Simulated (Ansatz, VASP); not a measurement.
## PbS in VASP and in Ansatz

```xyz
2
Lattice="4.0897 0.0000 0.0000 -2.0448 3.5418 0.0000 0.0000 0.0000 3.7882" Properties=species:S:1:pos:R:3 pbc="T T T"
Pb    0.0000    0.0000    0.0000
S     2.0448    1.1806    1.8941
```

Alike in both runs: task single point; functional PBE-based screened hybrid with a share of 0.25 of exact exchange and HFSCREEN = 0.6; k mesh 4 × 4 × 4; occupations fermi-dirac, width 0.05 eV; no spin polarisation.

|  | VASP | Ansatz |
| --- | --- | --- |
| version | VASP 6.6.1 | Ansatz 0.2.0 |
| potentials or method | VASP PAW PBE potentials, release 64 (Pb_d, S) | Ansatz PAW |
| plane-wave cutoff (eV) | 520 | 420 |
| valence electrons in the cell | 20 | 20 |

|  | VASP | Ansatz | Ansatz less VASP |
| --- | --- | --- | --- |
| gap on the k mesh at the Fermi level (eV) | 0.34 | 0.34 | -0.002 |
| least direct gap on the mesh (eV) | 1.00 | 0.99 | -0.006 |
| pressure (GPa) | -0.7 | -0.6 | +0.09 |
| traceless stress, the component that is largest in VASP (GPa) | 0.35 | 0.37 | +0.012 |

VASP's potentials were made for PBE, not for PBE-based screened hybrid. With one functional, cell and mesh, what is left measures potentials, basis and numerics.

The k mesh is coarse, so the values compare programs but aren't converged. Neither program's run includes spin-orbit coupling.
